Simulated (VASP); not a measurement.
Here is a VASP 6.6.1 calculation.

The input POSCAR:

```
Ba2SO
1.0
    2.1028714388      1.2140933912      6.9497273682
   -2.1028714388      1.2140933912      6.9497273682
    0.0000000000     -2.4281867825      6.9497273682
O S Ba
1 1 2
Direct
    1.0000000000      0.0000000000      0.0000000000
    0.5000000000      0.5000000000      0.5000000000
    0.2611685109      0.2611685109      0.2611685109
    0.7388314891      0.7388314891      0.7388314891
```

Contents of INCAR.step1:

```
SYSTEM = Ba2SO
ALGO = Normal ; EDIFF = 1E-4
ENCUT = 520 ; GGA = PE
ISMEAR = 0 ; LASPH = .TRUE.
LCHARG = .FALSE. ; LREAL = .FALSE.
LWAVE = .TRUE. ; NBANDS = 24
NELM = 60 ; PREC = Accurate
SIGMA = 0.01
```

Contents of INCAR.step2:

```
SYSTEM = Ba2SO
ALGO = Normal ; EDIFF = 1E-7
ENCUT = 520 ; ISIF = 2
ISMEAR = 0 ; ISTART = 1
LASPH = .TRUE. ; LCHARG = .FALSE.
LMIXTAU = .TRUE. ; LREAL = .FALSE.
LWAVE = .FALSE. ; METAGGA = R2SCAN
NBANDS = 24 ; NELM = 60
PREC = Accurate ; SIGMA = 0.01
```

File KPOINTS:

```
k-points
0
G
  8 8 8
  0 0 0
```

Potentials or basis: VASP PAW PBE potentials, release 64 (O, S, Ba_sv).

Run with:

```bash
$ cat potpaw_PBE.64/O/POTCAR potpaw_PBE.64/S/POTCAR potpaw_PBE.64/Ba_sv/POTCAR > POTCAR
$ cp INCAR.step1 INCAR
$ mpirun -np 1 vasp_std > vasp.out
$ cp INCAR.step2 INCAR
$ mpirun -np 1 vasp_std > vasp.out
```

Q: Predict the pressure.

A: 1.0 GPa.

Q: Predict the largest force.

A: 0.031 eV/Å.

Q: Predict the band gap on the k mesh.

A: 2.32 eV (least direct gap 2.43 eV).

Forces in eV/Å, atoms in the order of the input:
```
O    0.000  0.000  0.000
S    0.000  0.000  0.000
Ba   0.000  0.000 -0.031
Ba   0.000  0.000  0.031
```

Caveat: the PAW data sets were made with another functional, which shifts forces and pressure a little; spin-orbit coupling is left out, which moves the levels of the heavy elements. A k mesh can miss the band edges.
